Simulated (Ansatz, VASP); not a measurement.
## RbBr in VASP and in Ansatz

```
Rb Br
1.0
     0.00000    3.43889    3.43889
     3.43889    0.00000    3.43889
     3.43889    3.43889    0.00000
Rb Br
1 1
Direct
  0.00000 0.00000 0.00000
  0.50000 0.50000 0.50000
```

Change from the starting cell: volume scaled by 1.01, crystal datasets.

Alike in both runs: task electric field gradients; functional PBEsol; k mesh 7 × 7 × 7; occupations fermi-dirac, width 0.03 eV; no spin polarisation.

```csv
,VASP,Ansatz
version,VASP 6.6.1,Ansatz 0.2.0
potentials or method,"VASP PAW PBE potentials, release 64 (Rb_sv, Br), cutoff 520 eV","all-electron PAW with datasets made for the crystal, scalar-relativistic"
```

|  | VASP | Ansatz | Ansatz less VASP |
| --- | --- | --- | --- |
| gap on the k mesh at the Fermi level (eV) | 4.19 | 4.19 | +0.003 |
| pressure (GPa) | -0.2 | -0.2 | -0.04 |

VASP's potentials were made for PBE, not for PBEsol. Ansatz ran all-electron here, and VASP with PAW potentials.
